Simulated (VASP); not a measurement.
In2As2S, 5 atoms in the cell. The typed cell holds 5 atoms: a = 4.365 Å, b = 4.365 Å, c = 7.352 Å, α = 90.00°, β = 90.00°, γ = 120.00°. 

| Quantity | Value |
| --- | --- |
| Program | VASP 6.6.1 |
| Task | single point |
| Functional | PBE |
| Potentials or basis | VASP PAW PBE potentials, release 64 (As, S, In_d) |
| Cutoff | 520 eV |
| k mesh | 9 × 9 × 5 |
| Occupations | methfessel-paxton, width 0.0458 eV |
| Spin | no spin polarisation |
| Dipole correction | no |
| k mesh for the DOS | 14 × 14 × 8 |
| Occupations for the DOS | tetrahedron |
| Further INCAR settings | ALGO = Normal; EDIFF = 1e-06; NBANDS = 29 |

Potentials or basis: VASP PAW PBE potentials, release 64 (As, S, In_d).

Run with:

```console
$ cat potpaw_PBE.64/As/POTCAR potpaw_PBE.64/S/POTCAR potpaw_PBE.64/In_d/POTCAR > POTCAR
$ cp INCAR.step1 INCAR
$ cp KPOINTS.step1 KPOINTS
$ mpirun -np 1 vasp_std > vasp.out
$ cp INCAR.step2 INCAR
$ cp KPOINTS.step2 KPOINTS
$ mpirun -np 1 vasp_std > vasp.out
```

Hardware: 1 thread of Intel(R) Xeon(R) 6975P-C (Granite Rapids) (shared host).

Problem. Estimate the wall time of this run.

Solution. Run time: 8.5 min on 1 thread of Intel(R) Xeon(R) 6975P-C (Granite Rapids), with other jobs on the host, peak memory 1.3 GiB. Counts: k points 429.
